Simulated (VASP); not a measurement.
# Pt (Im-3m) in VASP: notebook

The runs below take Pt through single point, relaxation of cell and atoms, with LDA.

All numbers are computed with VASP 6.6.1; they aren't measurements. Logs are shortened: lines on timing, memory, paths and dates and some standing lists are left out, and cuts for length are marked.

**1. The cell of the first run**

Symmetry: Im-3m, No. 229, cubic system. The conventional cell has a = 3.102 Å, b = 3.102 Å, c = 3.102 Å, α = 90.00°, β = 90.00°, γ = 90.00°. Pt (site symmetry m-3m) has 14 Pt at 2.69 to 3.10 Å within 3.5 Å.

**2. Single point, LDA**

File INCAR:

```
SYSTEM = Pt
ALGO = Normal
EDIFF = 1E-6
ENCUT = 520
GGA = CA
ISIF = 2
ISMEAR = -1
LASPH = .True.
LCHARG = .True.
LELF = .True.
LREAL = .False.
LVHAR = .True.
LWAVE = .False.
NBANDS = 11
NELM = 80
PREC = Accurate
SIGMA = 0.05
```

File KPOINTS:

```
k-points
0
Gamma
  19 19 19
  0 0 0
```

File POSCAR:

```
Pt
1.0
   -1.5511364072      1.5511364072      1.5511364072
    1.5511364072     -1.5511364072      1.5511364072
    1.5511364072      1.5511364072     -1.5511364072
Pt
1
Direct
    0.0000000000      0.0000000000      0.0000000000
```

Potentials or basis: VASP PAW LDA potentials, release 64 (Pt).

The run is started by

```bash
$ cat potpaw_LDA.64/Pt/POTCAR > POTCAR
$ mpirun -np 1 vasp_std > vasp.out
```

OUTCAR:

```text
SYSTEM = Pt
   EDIFF = 1E-6
   ENCUT = 520
   GGA = CA
   ISIF = 2
   ISMEAR = -1
   LASPH = .True.
   LREAL = .False.
   NELM = 80
   PREC = Accurate

 ion  position               nearest neighbor table
   1  0.000  0.000  0.000-

  LATTYP: Found a body centered cubic cell.
 ALAT       =     3.1022728144

  Lattice vectors:

 A1 = (  -1.5511364072,   1.5511364072,   1.5511364072)
 A2 = (   1.5511364072,  -1.5511364072,   1.5511364072)
 A3 = (   1.5511364072,   1.5511364072,  -1.5511364072)

Analysis of symmetry for initial positions (statically):
=====================================================================
 Subroutine PRICEL returns:
 Original cell was already a primitive cell.

 Routine SETGRP: Setting up the symmetry group for a
 body centered cubic supercell.

 Subroutine GETGRP returns: Found 48 space group operations
 (whereof 48 operations were pure point group operations)
 out of a pool of 48 trial point group operations.

The static configuration has the point symmetry O_h .

Analysis of symmetry for dynamics (positions and initial velocities):
=====================================================================
 Subroutine PRICEL returns:
 Original cell was already a primitive cell.

 Routine SETGRP: Setting up the symmetry group for a
 body centered cubic supercell.

 Subroutine GETGRP returns: Found 48 space group operations
 (whereof 48 operations were pure point group operations)
 out of a pool of 48 trial point group operations.

The dynamic configuration has the point symmetry O_h .

 Subroutine INISYM returns: Found 48 space group operations
 (whereof 48 operations are pure point group operations),
 and found     1 'primitive' translations

----------------------------------------------------------------------------------------

                                     Primitive cell

  volume of cell :      14.9283

  direct lattice vectors                    reciprocal lattice vectors
    -1.551136407  1.551136407  1.551136407     0.000000000  0.322344313  0.322344313
     1.551136407 -1.551136407  1.551136407     0.322344313  0.000000000  0.322344313
     1.551136407  1.551136407 -1.551136407     0.322344313  0.322344313  0.000000000

  length of vectors
     2.686647067  2.686647067  2.686647067     0.455863700  0.455863700  0.455863700

  position of ions in fractional coordinates (direct lattice)
     0.000000000  0.000000000  0.000000000

[... 73 lines left out ...]
   ENCUT  =  520.0 eV  38.22 Ry    6.18 a.u.   5.00  5.00  5.00*2*pi/ulx,y,z
   NELM   =     80;   NELMIN=  2; NELMDL= -5     # of ELM steps
   EDIFF  = 0.1E-05   stopping-criterion for ELM
   LREAL  =      F    real-space projection
   EDIFFG = 0.1E-04   stopping-criterion for IOM
   NSW    =      0    number of steps for IOM
   IBRION =     -1    ionic relax: 0-MD 1-quasi-New 2-CG
   NFREE  =      0    steps in history (QN), initial steepest desc. (CG)
   ISIF   =      2    stress and relaxation
   ISYM   =      2    0-nonsym 1-usesym 2-fastsym
   POTIM  = 0.5000    time-step for ionic-motion
   TEBEG  =    0.0;   TEEND  =   0.0 temperature during run
   PSTRESS=    0.0 pullay stress
   NELECT =      10.0000    total number of electrons
   NUPDOWN=      -1.0000    fix difference up-down
   EMIN   =  10.00;   EMAX   =-10.00  energy-range for DOS
   EFERMI =   0.00;   METHOD = LEGACY
   ISMEAR =    -1;   SIGMA  =   0.05  broadening in eV -4-tet -1-fermi 0-gaus
   EFERMI_NEDOS =   21; number of points for ismear=-14 and -15
   IALGO  =     38    algorithm
   IMIX   =      4    mixing-type and parameters
     AMIX     =   0.40;   BMIX     =  1.00
     AMIX_MAG =   1.60;   BMIX_MAG =  1.00
  volume/ion in A,a.u.               =      14.93       100.74
  Fermi-wavevector in a.u.,A,eV,Ry     =   1.432424  2.706888 27.916948  2.051838
  Thomas-Fermi vector in A             =   2.552053
   LORBIT       =      0    0 simple, 1 ext, 2 COOP (PROOUT), +10 PAW based schemes
   GGA     = CA    functional components
   LHFCALC =     F    Hartree Fock is set to
   AEXX    =    0.0000 exact exchange contribution
   IVDW    =     0    specifies the selected vdW correction
   LEPSILON=     F    determine dielectric tensor
   LRPA    =     F    only Hartree local field effects (RPA)
 non-spin polarized calculation
  energy-cutoff  :      520.00
  volume of cell :       14.93
 maximum number of plane-waves:       420
   NGX =  9   NGY =  9   NGZ =  9

 number of electron      10.0000001 magnetization

 Free energy of the ion-electron system (eV)
  ---------------------------------------------------
  ext. energy  EPLUGINS =         0.00000000
  ---------------------------------------------------
  free energy    TOTEN  =        -7.38613715 eV

  energy without entropy =       -7.37455300  energy(sigma->0) =       -7.38034508

 E-fermi :  11.0951     XC(G=0): -13.7415

 val. band max:       11.0946583558   @ k =  -0.3684   0.4211   0.3158
 cond. band min:      11.0963934260   @ k =  -0.3684   0.4211   0.2105
 fundamental gap:      0.0017350703
 Fermi energy:        11.0950666167

 k-point     1 :       0.0000    0.0000    0.0000
  band No.  band energies     occupation
      1       0.9881      2.00000
      2       7.2825      2.00000
      3       7.2825      2.00000
      4       7.2825      2.00000
      5      10.0375      2.00000
      6      10.0375      2.00000
      7      28.1447      0.00000
      8      28.1447      0.00000
      9      28.1447      0.00000
     10      38.9761      0.00000
     11      38.9761      0.00000
[... 309 lines left out ...]
 k-point    24 :       0.3158    0.1053    0.0000
  band No.  band energies     occupation
      1       4.2870      2.00000
      2       6.0234      2.00000
      3       8.0514      2.00000
      4       9.7006      2.00000
      5      10.4508      1.99999
      6      11.9877      0.00000
      7      21.1892      0.00000
      8      25.3758      0.00000
      9      28.1400      0.00000
     10      33.8609      0.00000
     11      36.6339      0.00000

 [... further k-points ...]
[... 5 lines left out ...]
  --------------------------------------------------------------------------------------
  -------------------------------------------------------------------------------------
  Total        0.0679366      0.0679366      0.0679366      0.0000000      0.0000000     -0.0000000
  in kB        7.2912893      7.2912893      7.2912893      0.0000000      0.0000000     -0.0000000
  external PRESSURE =       7.2912893 kB  Pullay stress =       0.0000000 kB

 VOLUME and BASIS-vectors are now :
 -----------------------------------------------------------------------------
  energy-cutoff  :      520.00
  volume of cell :       14.93
      direct lattice vectors                 reciprocal lattice vectors
    -1.551136407  1.551136407  1.551136407     0.000000000  0.322344313  0.322344313
     1.551136407 -1.551136407  1.551136407     0.322344313  0.000000000  0.322344313
     1.551136407  1.551136407 -1.551136407     0.322344313  0.322344313  0.000000000

 POSITION                                       TOTAL-FORCE (eV/Angst)
 -----------------------------------------------------------------------------------
      0.00000      0.00000      0.00000        -0.000000      0.000000     -0.000000
 -----------------------------------------------------------------------------------
    total drift:                                0.000000     -0.000000      0.000000

  FREE ENERGIE OF THE ION-ELECTRON SYSTEM (eV)
  ---------------------------------------------------
  free  energy   TOTEN  =        -7.3861371513 eV

  energy  without entropy=       -7.3745530012  energy(sigma->0) =       -7.38034508
```

OSZICAR:

```text
N       E                     dE             d eps       ncg     rms          rms(c)
DAV:   1     0.391521805785E+02    0.39152E+02   -0.54006E+03  4936   0.846E+02
DAV:   2    -0.714168025180E+01   -0.46294E+02   -0.44192E+02  5554   0.177E+02
DAV:   3    -0.779710255998E+01   -0.65542E+00   -0.65223E+00  5702   0.199E+01
DAV:   4    -0.779956924399E+01   -0.24667E-02   -0.24665E-02  5613   0.146E+00
DAV:   5    -0.779958793593E+01   -0.18692E-04   -0.18692E-04  5752   0.117E-01    0.133E+01
DAV:   6    -0.743293383974E+01    0.36665E+00   -0.81423E-01  5173   0.704E+00    0.685E+00
DAV:   7    -0.739065055669E+01    0.42283E-01   -0.13195E-01  5611   0.275E+00    0.253E+00
DAV:   8    -0.738634744995E+01    0.43031E-02   -0.64011E-03  5254   0.759E-01    0.559E-01
DAV:   9    -0.738613383333E+01    0.21362E-03   -0.22343E-04  5491   0.139E-01    0.984E-03
DAV:  10    -0.738613708095E+01   -0.32476E-05   -0.25644E-06  5653   0.119E-02    0.209E-03
DAV:  11    -0.738613715130E+01   -0.70352E-07   -0.44419E-08  3191   0.196E-03
   1 F= -.73861372E+01 E0= -.73803451E+01  d E =-.115842E-01
```

stdout:

```text
POSCAR found type information on POSCAR Pt
 POSCAR found :  1 types and       1 ions
 scaLAPACK will be used
 LDA part: xc-table for (Slater(with rela. corr.)+CA(PZ))
 , standard interpolation
 POSCAR, INCAR and KPOINTS ok, starting setup
 FFT: planning ... GRIDC
 FFT: planning ... GRID_SOFT
 FFT: planning ... GRID
 WAVECAR not read
 entering main loop
```

It took 10 s on 1 thread of Intel Xeon 6975P-C (Granite Rapids), shared host; peak memory 0.14 GiB.

What came out:

* Free energy: -7.3861 eV
* Pressure: 0.7 GPa
* Band gap on the k mesh: zero (band 5 reaches 12.17 eV, above the bottom of band 6 at 9.90 eV)

Caveat: spin-orbit coupling is left out, which moves the levels of the heavy elements.

**3. Relaxation of cell and atoms, LDA**

This run uses another cell than the first one, of 14.77 Å³/atom, 0.989 times its volume.

File INCAR:

```
SYSTEM = Pt
ALGO     = Normal         ! electronic algorithm
EDIFF    = 1E-6           ! SCF threshold, eV
EDIFFG   = -0.005         ! ionic threshold
ENCUT    = 600            ! plane-wave cutoff, eV
GGA      = CA             ! functional
IBRION   = 2              ! ionic algorithm
ISIF     = 3              ! what is computed and relaxed
ISMEAR   = -1             ! smearing method
LASPH    = .TRUE.         ! aspherical terms in the spheres
LCHARG   = .FALSE.        ! write CHGCAR
LREAL    = .FALSE.        ! projectors in reciprocal space
LWAVE    = .FALSE.        ! write WAVECAR
NELM     = 60             ! most SCF steps
NSW      = 60             ! ionic steps
PREC     = Accurate       ! precision mode
SIGMA    = 0.05           ! smearing width, eV
```

File KPOINTS:

```
k-points
0
G
  19 19 19
  0 0 0
```

File POSCAR:

```
Pt
1.0
   -1.5456694941      1.5456694941      1.5456694941
    1.5456694941     -1.5456694941      1.5456694941
    1.5456694941      1.5456694941     -1.5456694941
Pt
1
Direct
    0.0000000000      0.0000000000      0.0000000000
```

Potentials or basis: VASP PAW LDA potentials, release 64 (Pt).

The run is started by

```bash
$ cat potpaw_LDA.64/Pt/POTCAR > POTCAR
$ mpirun -np 1 vasp_std > vasp.out
```

Run time: 21 s. Hardware: 1 thread of Intel Xeon 6975P-C (Granite Rapids), shared host; peak memory 0.17 GiB.

The run converged. Its results:

```yaml
Free_energy: -7.3862 eV
Relaxed_volume: 14.97 Å³/atom
Relaxed_cell: a = 2.689 Å, b = 2.689 Å, c = 2.689 Å, α = 109.47°, β = 109.47°, γ = 109.47°
Space_group_after_relaxing_to_0.05_Å: Im-3m (No. 229)
Energy_gained_by_relaxing: 2.5 meV/atom
Ionic_steps: 4
Pressure_after_relaxing: 0.0 GPa
Band_gap_on_the_k_mesh: zero (band 5 reaches 12.11 eV, above the bottom of band 6 at 9.86 eV)
```

Step by step:
| step | energy change (eV) | largest force (eV/Å) | pressure (GPa) | volume (Å³) |
| --- | --- | --- | --- | --- |
| 1 | 0.0000 | 0.0000 | 4.07 | 14.77 |
| 2 | 0.0190 | 0.0000 | -10.68 | 15.59 |
| 3 | -0.0025 | 0.0000 | -0.07 | 14.97 |
| 4 | -0.0025 | 0.0000 | 0.01 | 14.97 |

Final structure:
```cif
data_structure
_symmetry_space_group_name_H-M 'P 1'
_symmetry_Int_Tables_number 1
_cell_length_a 2.6891
_cell_length_b 2.6891
_cell_length_c 2.6891
_cell_angle_alpha 109.471
_cell_angle_beta 109.471
_cell_angle_gamma 109.471
_cell_volume 14.97
loop_
_atom_site_label
_atom_site_type_symbol
_atom_site_fract_x
_atom_site_fract_y
_atom_site_fract_z
_atom_site_occupancy
Pt1 Pt 0.00000 0.00000 0.00000 1
```

Levels at points of the mesh, in eV from the Fermi level:
```
           k point  band 2  band 3  band 4  band 5  band 6  band 7  band 8  band 9
(0.00, 0.00, 0.00)   -3.80   -3.80   -3.80   -1.05   -1.05   17.05   17.05   17.05
```

Caveat: spin-orbit coupling is left out, which moves the levels of the heavy elements.

**4. Relaxation of cell and atoms, LDA**

File INCAR:

```
SYSTEM = Pt
PREC = Accurate
ENCUT = 600
EDIFF = 1E-6
ISMEAR = -1
SIGMA = 0.05
LREAL = .False.
LASPH = .True.
NELM = 60
ALGO = Normal
ISIF = 3
LWAVE = .False.
LCHARG = .False.
IBRION = 2
NSW = 45
EDIFFG = -0.005
```

File KPOINTS:

```
regular mesh
0
Gamma
  19 19 19
  0 0 0
```

File POSCAR:

```
Pt
1.0
   -1.5511364072      1.5511364072      1.5511364072
    1.5511364072     -1.5511364072      1.5511364072
    1.5511364072      1.5511364072     -1.5511364072
Pt
1
Direct
    0.0000000000      0.0000000000      0.0000000000
```

The run is started by

```bash
$ cat potpaw_LDA.64/Pt/POTCAR > POTCAR
$ mpirun -np 1 vasp_std > vasp.out
```

Wall time 17 s (1 thread of Intel Xeon 6975P-C (Granite Rapids), shared host); peak memory 0.16 GiB.

It converged, with:

```yaml
Free_energy: -7.3863 eV
Relaxed_volume: 14.97 Å³/atom
Relaxed_cell: a = 2.689 Å, b = 2.689 Å, c = 2.689 Å, α = 109.47°, β = 109.47°, γ = 109.47°
Space_group_after_relaxing_to_0.05_Å: Im-3m (No. 229)
Energy_gained_by_relaxing: 0.1 meV/atom
Ionic_steps: 3
Pressure_after_relaxing: 0.0 GPa
Band_gap_on_the_k_mesh: zero (band 5 reaches 12.11 eV, above the bottom of band 6 at 9.86 eV)
```

Step by step:
```tsv
step	energy change (eV)	largest force (eV/Å)	pressure (GPa)	volume (Å³)
1	0.0000	0.0000	0.83	14.93
2	0.0009	0.0000	-2.37	15.10
3	-0.0001	0.0000	-0.01	14.97
```

Final structure:
```yaml
crystal:
  lattice:
    - [-1.55257, 1.55257, 1.55257]
    - [1.55257, -1.55257, 1.55257]
    - [1.55257, 1.55257, -1.55257]
  atoms:
    - { symbol: Pt, position: [0.00000, 0.00000, 0.00000] }
```

Levels at points of the mesh, in eV from the Fermi level:
```tsv
k point	band 3	band 4	band 5	band 6	band 7	band 8
(0.00, 0.00, 0.00)	-3.80	-3.80	-1.05	-1.05	17.05	17.05
```

Caveat: spin-orbit coupling is left out, which moves the levels of the heavy elements.

**5. Overview**

```csv
task,cell,cutoff (eV),gap on the mesh (eV),pressure (GPa),relaxed volume (Å³/atom)
single point,"a = 2.687 Å, angles 109.5°, 1 atom",520,none,0.7,-
relaxation of cell and atoms,"relaxed from a = 2.677 Å, angles 109.5°, 1 atom",600,none,0.0,14.97
relaxation of cell and atoms,"relaxed from a = 2.687 Å, angles 109.5°, 1 atom",600,none,0.0,14.97
```

Alike in all rows: level LDA; potentials or basis VASP PAW LDA potentials, release 64 (Pt); no spin polarisation; k mesh 19 × 19 × 19; smearing fermi-dirac 0.05 eV.

Caveats: spin-orbit coupling is left out, which moves the levels of the heavy elements.

Absolute energies hang on the potentials; compare differences alone.
